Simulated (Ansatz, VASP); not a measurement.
## AlNi: VASP beside Ansatz

```
CELL_PARAMETERS angstrom
2.85971 0.00000 0.00000
0.00000 2.85971 0.00000
0.00000 0.00000 2.85971
ATOMIC_POSITIONS crystal
Al 0.50000 0.50000 0.50000
Ni 0.00000 0.00000 0.00000
```

Alike in both runs: task relaxation of cell and atoms; functional r2SCAN; k mesh 14 × 14 × 14; occupations gaussian, width 0.1 eV; no spin polarisation.

```csv
,VASP,Ansatz
version,VASP 6.6.1,Ansatz 0.2.0
potentials or method,"VASP PAW PBE potentials, release 64 (Al, Ni), cutoff 600 eV","scalar-relativistic, plane waves, PAW"
valence electrons in the cell,13,21
```

|  | VASP | Ansatz | Ansatz less VASP |
| --- | --- | --- | --- |
| gap on the k mesh at the Fermi level, each at its own relaxed structure (eV) | none | none | - |
| relaxed volume (Å³/atom) | 11.72 | 11.74 | +0.021 |
| relaxed cell length with the largest relative difference (Å) | 2.862 | 2.863 | +0.0017 |

VASP's potentials were made for PBE, not for r2SCAN. A gap of «none» marks a metal or a gap that the smearing closes. VASP's potentials hold 13 valence electrons a cell and Ansatz's 21, so a difference there can come from the potentials and not from the codes.
